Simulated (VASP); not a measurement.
# CdS in VASP: further runs, part 2 of 3

VASP 6.6.1. Earlier steps stand in the parts before.

## Step 3: Band structure, HSE03

POSCAR

```
CdS
1.0
    0.0000000000      2.9165000000      2.9165000000
    2.9165000000      0.0000000000      2.9165000000
    2.9165000000      2.9165000000      0.0000000000
Cd S
1 1
Direct
    0.0000000000      0.0000000000      0.0000000000
    0.7500000000      0.7500000000      0.7500000000
```

INCAR.step1

```
SYSTEM = CdS
PREC = Accurate
ENCUT = 520
EDIFF = 1E-5
ISMEAR = 0
SIGMA = 0.02
LREAL = .FALSE.
LASPH = .TRUE.
NELM = 100
ALGO = Normal
ISIF = 2
LWAVE = .TRUE.
LCHARG = .FALSE.
NBANDS = 16
GGA = PE
KPAR = 4
```

INCAR.step2

```
SYSTEM = CdS
PREC = Accurate
ENCUT = 520
EDIFF = 1E-7
ISMEAR = 0
SIGMA = 0.02
LREAL = .FALSE.
LASPH = .TRUE.
NELM = 100
ALGO = Normal
ISIF = 2
LWAVE = .FALSE.
LCHARG = .FALSE.
GGA = PE
LHFCALC = .TRUE.
HFSCREEN = 0.3
PRECFOCK = Fast
NBANDS = 16
ISTART = 1
KPAR = 4
```

KPOINTS

```
Automatic mesh
0
G
  6 6 6
  0 0 0
```

KPOINTS_OPT

```
path GXWKGLUWLK,UX
12
line-mode
reciprocal
 0.0000000000  0.0000000000  0.0000000000  G
 0.5000000000  0.0000000000  0.5000000000  X

 0.5000000000  0.0000000000  0.5000000000  X
 0.5000000000  0.2500000000  0.7500000000  W

 0.5000000000  0.2500000000  0.7500000000  W
 0.3750000000  0.3750000000  0.7500000000  K

 0.3750000000  0.3750000000  0.7500000000  K
 0.0000000000  0.0000000000  0.0000000000  G

 0.0000000000  0.0000000000  0.0000000000  G
 0.5000000000  0.5000000000  0.5000000000  L

 0.5000000000  0.5000000000  0.5000000000  L
 0.6250000000  0.2500000000  0.6250000000  U

 0.6250000000  0.2500000000  0.6250000000  U
 0.5000000000  0.2500000000  0.7500000000  W

 0.5000000000  0.2500000000  0.7500000000  W
 0.5000000000  0.5000000000  0.5000000000  L

 0.5000000000  0.5000000000  0.5000000000  L
 0.3750000000  0.3750000000  0.7500000000  K

 0.6250000000  0.2500000000  0.6250000000  U
 0.5000000000  0.0000000000  0.5000000000  X
```

Potentials or basis: VASP PAW PBE potentials, release 64 (Cd, S).

Run with:

```console
$ cat potpaw_PBE.64/Cd/POTCAR potpaw_PBE.64/S/POTCAR > POTCAR
$ cp INCAR.step1 INCAR
$ mpirun -np 4 vasp_std > vasp.out
$ cp INCAR.step2 INCAR
$ mpirun -np 4 vasp_std > vasp.out
```

OUTCAR:

```text
SYSTEM = CdS
   PREC = Accurate
   ENCUT = 520
   EDIFF = 1E-7
   ISMEAR = 0
   LREAL = .FALSE.
   LASPH = .TRUE.
   NELM = 100
   ISIF = 2
   GGA = PE
   LHFCALC = .TRUE.
   HFSCREEN = 0.3
   PRECFOCK = Fast
   ISTART = 1

 ion  position               nearest neighbor table
   1  0.000  0.000  0.000-   2 2.53   2 2.53   2 2.53   2 2.53
   2  0.750  0.750  0.750-   1 2.53   1 2.53   1 2.53   1 2.53

  LATTYP: Found a face centered cubic cell.
 ALAT       =     5.8330000000

  Lattice vectors:

 A1 = (   0.0000000000,   2.9165000000,   2.9165000000)
 A2 = (   2.9165000000,   0.0000000000,   2.9165000000)
 A3 = (   2.9165000000,   2.9165000000,   0.0000000000)

Analysis of symmetry for initial positions (statically):
=====================================================================
 Subroutine PRICEL returns:
 Original cell was already a primitive cell.

 Routine SETGRP: Setting up the symmetry group for a
 face centered cubic supercell.

[... 162 lines left out ...]
  free energy    TOTEN  =        -7.38821208 eV

  energy without entropy =       -7.38821208  energy(sigma->0) =       -7.38821208

 E-fermi :   0.9110     XC(G=0):  -7.7332

 val. band max:        0.7779274951   @ k =   0.0000   0.0000   0.0000
 cond. band min:       2.7555859150   @ k =   0.0000   0.0000   0.0000
 fundamental gap:      1.9776584199
 Fermi energy:         0.9109633654

 k-point     1 :       0.0000    0.0000    0.0000
  band No.  band energies     occupation
      1     -12.7022      2.00000
      2      -8.0081      2.00000
      3      -8.0081      2.00000
      4      -8.0081      2.00000
      5      -7.5262      2.00000
      6      -7.5262      2.00000
[... 281 lines left out ...]
      3      -7.7402      2.00000
      4      -7.6063      2.00000
      5      -7.4853      2.00000
      6      -6.8855      2.00000
[... 8 lines left out ...]
     15      15.2138      0.00000
     16      15.2341      0.00000

------------------------ aborting loop because EDIFF is reached ----------------------------------------

  FORCE on cell =-STRESS in cart. coord.  units (eV):
  Direction    XX          YY          ZZ          XY          YZ          ZX
  --------------------------------------------------------------------------------------
  -------------------------------------------------------------------------------------
  Total        0.6792350      0.6792350      0.6792350     -0.0000000      0.0000000     -0.0000000
  in kB       21.9338410     21.9338410     21.9338410     -0.0000000      0.0000000     -0.0000000
  external PRESSURE =      21.9338410 kB  Pullay stress =       0.0000000 kB

 VOLUME and BASIS-vectors are now :
 -----------------------------------------------------------------------------
  energy-cutoff  :      520.00
  volume of cell :       49.62
      direct lattice vectors                 reciprocal lattice vectors
     0.000000000  2.916500000  2.916500000    -0.171438368  0.171438368  0.171438368
     2.916500000  0.000000000  2.916500000     0.171438368 -0.171438368  0.171438368
     2.916500000  2.916500000  0.000000000     0.171438368  0.171438368 -0.171438368

 POSITION                                       TOTAL-FORCE (eV/Angst)
 -----------------------------------------------------------------------------------
      0.00000      0.00000      0.00000         0.000000      0.000000     -0.000000
      4.37475      4.37475      4.37475        -0.000000     -0.000000      0.000000
 -----------------------------------------------------------------------------------
    total drift:                               -0.000016     -0.000018     -0.000011

  FREE ENERGIE OF THE ION-ELECTRON SYSTEM (eV)
  ---------------------------------------------------
  free  energy   TOTEN  =        -7.3882120752 eV

  energy  without entropy=       -7.3882120752  energy(sigma->0) =       -7.38821208
```

OUTCAR.step1:

```text
SYSTEM = CdS
   PREC = Accurate
   ENCUT = 520
   EDIFF = 1E-5
   ISMEAR = 0
   LREAL = .FALSE.
   LASPH = .TRUE.
[... 515 lines left out ...]
      0.00000      0.00000      0.00000        -0.000000     -0.000000     -0.000000
      4.37475      4.37475      4.37475         0.000000      0.000000      0.000000
 -----------------------------------------------------------------------------------
    total drift:                                0.000000      0.000000      0.000000

  FREE ENERGIE OF THE ION-ELECTRON SYSTEM (eV)
  ---------------------------------------------------
  free  energy   TOTEN  =        -6.1190586641 eV

  energy  without entropy=       -6.1190586641  energy(sigma->0) =       -6.11905866
```

OSZICAR.step1:

```text
N       E                     dE             d eps       ncg     rms          rms(c)
DAV:   1     0.111073585797E+03    0.11107E+03   -0.90253E+03   520   0.102E+03
DAV:   2    -0.238685309740E+01   -0.11346E+03   -0.10737E+03   616   0.257E+02
DAV:   3    -0.663749737531E+01   -0.42506E+01   -0.42430E+01   656   0.519E+01
DAV:   4    -0.666417083156E+01   -0.26673E-01   -0.26671E-01   632   0.396E+00
DAV:   5    -0.666453814036E+01   -0.36731E-03   -0.36731E-03   632   0.442E-01    0.812E+00
DAV:   6    -0.613818321763E+01    0.52635E+00   -0.83438E-01   768   0.116E+01    0.651E+00
DAV:   7    -0.611861881596E+01    0.19564E-01   -0.19950E-01   624   0.305E+00    0.316E+00
DAV:   8    -0.611894930608E+01   -0.33049E-03   -0.18568E-02   568   0.173E+00    0.313E-01
DAV:   9    -0.611886063614E+01    0.88670E-04   -0.21765E-03   632   0.697E-01    0.599E-02
DAV:  10    -0.611898409267E+01   -0.12346E-03   -0.24822E-04   624   0.161E-01    0.668E-02
DAV:  11    -0.611906647985E+01   -0.82387E-04   -0.12431E-04   640   0.913E-02    0.206E-02
DAV:  12    -0.611905866414E+01    0.78157E-05   -0.25172E-05   536   0.671E-02
   1 F= -.61190587E+01 E0= -.61190587E+01  d E =-.337237E-22
```

Wall time 24 min (4 MPI ranks of Intel Xeon Platinum 8488C (Sapphire Rapids), shared host); peak memory 0.38 GiB.

Results:

* Free energy: -7.3882 eV
* Pressure: 2.2 GPa
* Band gap on the k mesh: 1.98 eV
* Band gap along the path: 1.98 eV

Levels at the corners of the path, in eV from the valence-band top:
| point | band 5 | band 6 | band 7 | band 8 | band 9 | band 10 | band 11 | band 12 | band 13 | band 14 |
| --- | --- | --- | --- | --- | --- | --- | --- | --- | --- | --- |
| Γ | -8.30 | -8.30 | 0.00 | 0.00 | 0.00 | 1.98 | 7.48 | 7.48 | 7.48 | 12.53 |
| X | -8.22 | -7.80 | -4.16 | -1.99 | -1.99 | 4.25 | 5.25 | 10.30 | 12.02 | 12.02 |
| X | -8.22 | -7.80 | -4.16 | -1.99 | -1.99 | 4.25 | 5.25 | 10.30 | 12.02 | 12.02 |
| W | -8.29 | -7.62 | -4.06 | -2.37 | -2.35 | 6.21 | 6.53 | 8.22 | 8.89 | 12.38 |
| W | -8.29 | -7.62 | -4.06 | -2.37 | -2.35 | 6.21 | 6.53 | 8.22 | 8.89 | 12.38 |
| K | -8.26 | -7.68 | -4.11 | -2.68 | -1.62 | 5.03 | 6.43 | 9.44 | 10.14 | 10.68 |
| K | -8.26 | -7.68 | -4.11 | -2.68 | -1.62 | 5.03 | 6.43 | 9.44 | 10.14 | 10.68 |
| Γ | -8.30 | -8.30 | 0.00 | 0.00 | 0.00 | 1.98 | 7.48 | 7.48 | 7.48 | 12.53 |
| Γ | -8.30 | -8.30 | 0.00 | 0.00 | 0.00 | 1.98 | 7.48 | 7.48 | 7.48 | 12.53 |
| L | -8.27 | -7.89 | -4.63 | -0.79 | -0.79 | 3.90 | 7.93 | 7.93 | 8.44 | 12.09 |
| L | -8.27 | -7.89 | -4.63 | -0.79 | -0.79 | 3.90 | 7.93 | 7.93 | 8.44 | 12.09 |
| U | -8.26 | -7.68 | -4.11 | -2.68 | -1.62 | 5.03 | 6.43 | 9.44 | 10.14 | 10.68 |
| U | -8.26 | -7.68 | -4.11 | -2.68 | -1.62 | 5.03 | 6.43 | 9.44 | 10.14 | 10.68 |
| W | -8.29 | -7.62 | -4.06 | -2.37 | -2.35 | 6.21 | 6.53 | 8.22 | 8.89 | 12.38 |
| W | -8.29 | -7.62 | -4.06 | -2.37 | -2.35 | 6.21 | 6.53 | 8.22 | 8.89 | 12.38 |
| L | -8.27 | -7.89 | -4.63 | -0.79 | -0.79 | 3.90 | 7.93 | 7.93 | 8.44 | 12.09 |
| L | -8.27 | -7.89 | -4.63 | -0.79 | -0.79 | 3.90 | 7.93 | 7.93 | 8.44 | 12.09 |
| K | -8.26 | -7.68 | -4.11 | -2.68 | -1.62 | 5.03 | 6.43 | 9.44 | 10.14 | 10.68 |
| U | -8.26 | -7.68 | -4.11 | -2.68 | -1.62 | 5.03 | 6.43 | 9.44 | 10.14 | 10.68 |
| X | -8.22 | -7.80 | -4.16 | -1.99 | -1.99 | 4.25 | 5.25 | 10.30 | 12.02 | 12.02 |

Caveat: the PAW data sets were made with another functional, which shifts forces and pressure a little.

## Step 4: Band structure, PBE0

POSCAR is that of step 3.

INCAR.step1 is that of step 3.

INCAR.step2, as its differences from that of step 3:

```diff
@@ -15,3 +15,3 @@
 LHFCALC = .TRUE.
-HFSCREEN = 0.3
+AEXX = 0.25
 PRECFOCK = Fast
@@ -19,2 +19,3 @@
 ISTART = 1
+HFRCUT = -1
 KPAR = 4
```

KPOINTS is that of step 3.

KPOINTS_OPT is that of step 3.

Potentials or basis: VASP PAW PBE potentials, release 64 (Cd, S).

Run with:

```console
$ cat potpaw_PBE.64/Cd/POTCAR potpaw_PBE.64/S/POTCAR > POTCAR
$ cp INCAR.step1 INCAR
$ mpirun -np 4 vasp_std > vasp.out
$ cp INCAR.step2 INCAR
$ mpirun -np 4 vasp_std > vasp.out
```

OUTCAR:

```text
SYSTEM = CdS
   PREC = Accurate
   ENCUT = 520
   EDIFF = 1E-7
   ISMEAR = 0
   LREAL = .FALSE.
   LASPH = .TRUE.
   NELM = 100
   ISIF = 2
   GGA = PE
   LHFCALC = .TRUE.
   AEXX = 0.25
   PRECFOCK = Fast
   ISTART = 1

 ion  position               nearest neighbor table
   1  0.000  0.000  0.000-   2 2.53   2 2.53   2 2.53   2 2.53
   2  0.750  0.750  0.750-   1 2.53   1 2.53   1 2.53   1 2.53

  LATTYP: Found a face centered cubic cell.
 ALAT       =     5.8330000000

  Lattice vectors:
[... 489 lines left out ...]

------------------------ aborting loop because EDIFF is reached ----------------------------------------

  FORCE on cell =-STRESS in cart. coord.  units (eV):
  Direction    XX          YY          ZZ          XY          YZ          ZX
  --------------------------------------------------------------------------------------
  -------------------------------------------------------------------------------------
  Total        0.5823015      0.5823015      0.5823015      0.0000000      0.0000000     -0.0000000
  in kB       18.8036679     18.8036679     18.8036679      0.0000000      0.0000000     -0.0000000
  external PRESSURE =      18.8036679 kB  Pullay stress =       0.0000000 kB

 VOLUME and BASIS-vectors are now :
 -----------------------------------------------------------------------------
  energy-cutoff  :      520.00
  volume of cell :       49.62
      direct lattice vectors                 reciprocal lattice vectors
     0.000000000  2.916500000  2.916500000    -0.171438368  0.171438368  0.171438368
     2.916500000  0.000000000  2.916500000     0.171438368 -0.171438368  0.171438368
     2.916500000  2.916500000  0.000000000     0.171438368  0.171438368 -0.171438368

 POSITION                                       TOTAL-FORCE (eV/Angst)
 -----------------------------------------------------------------------------------
      0.00000      0.00000      0.00000         0.000000      0.000000      0.000000
      4.37475      4.37475      4.37475        -0.000000     -0.000000     -0.000000
 -----------------------------------------------------------------------------------
    total drift:                               -0.000015     -0.000017     -0.000010

  FREE ENERGIE OF THE ION-ELECTRON SYSTEM (eV)
  ---------------------------------------------------
  free  energy   TOTEN  =        -8.1669933304 eV

  energy  without entropy=       -8.1669933304  energy(sigma->0) =       -8.16699333
```

OUTCAR.step1:

```text
SYSTEM = CdS
   PREC = Accurate
   ENCUT = 520
   EDIFF = 1E-5
   ISMEAR = 0
   LREAL = .FALSE.
   LASPH = .TRUE.
[... 515 lines left out ...]
      0.00000      0.00000      0.00000        -0.000000     -0.000000     -0.000000
      4.37475      4.37475      4.37475         0.000000      0.000000      0.000000
 -----------------------------------------------------------------------------------
    total drift:                                0.000000      0.000000      0.000000

  FREE ENERGIE OF THE ION-ELECTRON SYSTEM (eV)
  ---------------------------------------------------
  free  energy   TOTEN  =        -6.1190586641 eV

  energy  without entropy=       -6.1190586641  energy(sigma->0) =       -6.11905866
```

It took 24 min on 4 MPI ranks of Intel Xeon Platinum 8488C (Sapphire Rapids), shared host; peak memory 0.28 GiB.

What came out:

* Free energy: -8.1670 eV
* Pressure: 1.9 GPa
* Band gap on the k mesh: 2.82 eV
* Band gap along the path: 2.82 eV

Levels at the corners of the path, in eV from the valence-band top:
```tsv
point	band 5	band 6	band 7	band 8	band 9	band 10	band 11	band 12	band 13	band 14
Γ	-8.42	-8.42	0.00	0.00	0.00	2.82	8.43	8.43	8.43	13.48
X	-8.34	-7.92	-4.28	-2.05	-2.05	5.13	6.18	11.28	13.02	13.02
X	-8.34	-7.92	-4.28	-2.05	-2.05	5.13	6.18	11.28	13.02	13.02
W	-8.41	-7.74	-4.18	-2.45	-2.43	7.12	7.52	9.18	9.83	13.39
W	-8.41	-7.74	-4.18	-2.45	-2.43	7.12	7.52	9.18	9.83	13.39
K	-8.38	-7.79	-4.23	-2.77	-1.67	5.94	7.39	10.40	11.12	11.67
K	-8.38	-7.79	-4.23	-2.77	-1.67	5.94	7.39	10.40	11.12	11.67
Γ	-8.42	-8.42	0.00	0.00	0.00	2.82	8.43	8.43	8.43	13.48
Γ	-8.42	-8.42	0.00	0.00	0.00	2.82	8.43	8.43	8.43	13.48
L	-8.39	-8.01	-4.77	-0.82	-0.82	4.80	8.88	8.88	9.40	13.03
L	-8.39	-8.01	-4.77	-0.82	-0.82	4.80	8.88	8.88	9.40	13.03
U	-8.38	-7.79	-4.23	-2.77	-1.67	5.94	7.39	10.40	11.12	11.67
U	-8.38	-7.79	-4.23	-2.77	-1.67	5.94	7.39	10.40	11.12	11.67
W	-8.41	-7.74	-4.18	-2.45	-2.43	7.12	7.52	9.18	9.83	13.39
W	-8.41	-7.74	-4.18	-2.45	-2.43	7.12	7.52	9.18	9.83	13.39
L	-8.39	-8.01	-4.77	-0.82	-0.82	4.80	8.88	8.88	9.40	13.03
L	-8.39	-8.01	-4.77	-0.82	-0.82	4.80	8.88	8.88	9.40	13.03
K	-8.38	-7.79	-4.23	-2.77	-1.67	5.94	7.39	10.40	11.12	11.67
U	-8.38	-7.79	-4.23	-2.77	-1.67	5.94	7.39	10.40	11.12	11.67
X	-8.34	-7.92	-4.28	-2.05	-2.05	5.13	6.18	11.28	13.02	13.02
```

Caveat: the PAW data sets were made with another functional, which shifts forces and pressure a little.

(Part 2 of 3 ends here.)
